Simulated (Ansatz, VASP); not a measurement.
**One calculation of Sc3B2P, two programs**

```xyz
6
Lattice="2.2222 -2.2222 0.0000 2.2222 2.2222 0.0000 0.0000 0.0000 11.4687" Properties=species:S:1:pos:R:3 pbc="T T T"
Sc    0.0000    0.0000    8.8404
Sc    0.0000    0.0000    2.6284
Sc    2.2222    0.0000    5.7344
B     2.2222    0.0000    7.9593
B     2.2222    0.0000    3.5094
P     0.0000    0.0000    0.0000
```

Alike in both runs: functional PBE; k mesh 6 × 6 × 2; occupations gaussian, width 0.1 eV; no spin polarisation.

Ansatz relaxed the structure, and its values are those at the end. VASP's run is a single point on that final structure, the one shown.

```csv
,VASP,Ansatz
version,VASP 6.6.1,Ansatz 0.2.0
potentials or method,"VASP PAW PBE potentials, release 64 (Sc_sv, B, P), cutoff 520 eV","scalar-relativistic, plane waves, PAW"
valence electrons in the cell,44,44
```

|  | VASP | Ansatz | Ansatz less VASP |
| --- | --- | --- | --- |
| gap on the k mesh at the Fermi level (eV) | none | none | - |
| pressure (GPa) | 0.2 | 0.1 | -0.15 |
| rms of the force components (eV/Å) | 0.004 | 0.001 | -0.0029 |

A gap of «none» marks a metal or a gap that the smearing closes.
